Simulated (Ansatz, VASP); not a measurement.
## Two plane-wave programs on SrCl2

```
Sr Cl
1.0
     0.00000    3.37651    3.71416
     3.37651    0.00000    3.71416
     3.37651    3.37651    0.00000
Sr Cl
1 2
Direct
  0.00000 0.00000 0.00000
  0.25000 0.25000 0.25000
  0.75000 0.75000 0.75000
```

Alike in both runs: task single point; functional r2SCAN; k mesh 6 × 6 × 6; occupations gaussian, width 0.05 eV; no spin polarisation.

```csv
,VASP,Ansatz
version,VASP 6.6.1,Ansatz 0.2.0
potentials or method,"VASP PAW PBE potentials, release 64 (Sr_sv, Cl), cutoff 520 eV","scalar-relativistic, plane waves, PAW"
valence electrons in the cell,24,24
```

```tsv
	VASP	Ansatz	Ansatz less VASP
gap on the k mesh at the Fermi level (eV)	5.36	5.36	+0.001
least direct gap on the mesh (eV)	5.65	5.65	0.000
pressure (GPa)	0.5	0.5	-0.04
traceless stress, the component that is largest in VASP (GPa)	-3.46	-3.48	-0.019
```

VASP's potentials were made for PBE, not for r2SCAN.
